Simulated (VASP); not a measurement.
A run of VASP 6.6.1 is set up as follows.

INCAR

```
PREC = Accurate
ENCUT = 520
EDIFF = 1E-6
ISMEAR = -1
SIGMA = 0.1
LREAL = F
LASPH = T
NELM = 60
ALGO = Normal
ISIF = 2
LWAVE = F
LCHARG = T
GGA = PE
LELF = T
LVHAR = T
NBANDS = 11
```

Contents of KPOINTS:

```
regular mesh
0
Gamma
  11 11 11
```

Contents of POSCAR:

```
Pt
1.0
    0.0000000000      1.9857786488      1.9857786488
    1.9857786488      0.0000000000      1.9857786488
    1.9857786488      1.9857786488      0.0000000000
Pt
1
Direct
    0.0000000000      0.0000000000      0.0000000000
```

Potentials or basis: VASP PAW PBE potentials, release 64 (Pt).

Run with:

```console
$ cat potpaw_PBE.64/Pt/POTCAR > POTCAR
$ mpirun -np 1 vasp_std > vasp.out
```

Predict the pressure.

-0.7 GPa.

Predict the band gap on the k mesh.

zero (band 5 reaches 10.91 eV, above the bottom of band 6 at 8.93 eV).

Caveat: spin-orbit coupling is left out, which moves the levels of the heavy elements.
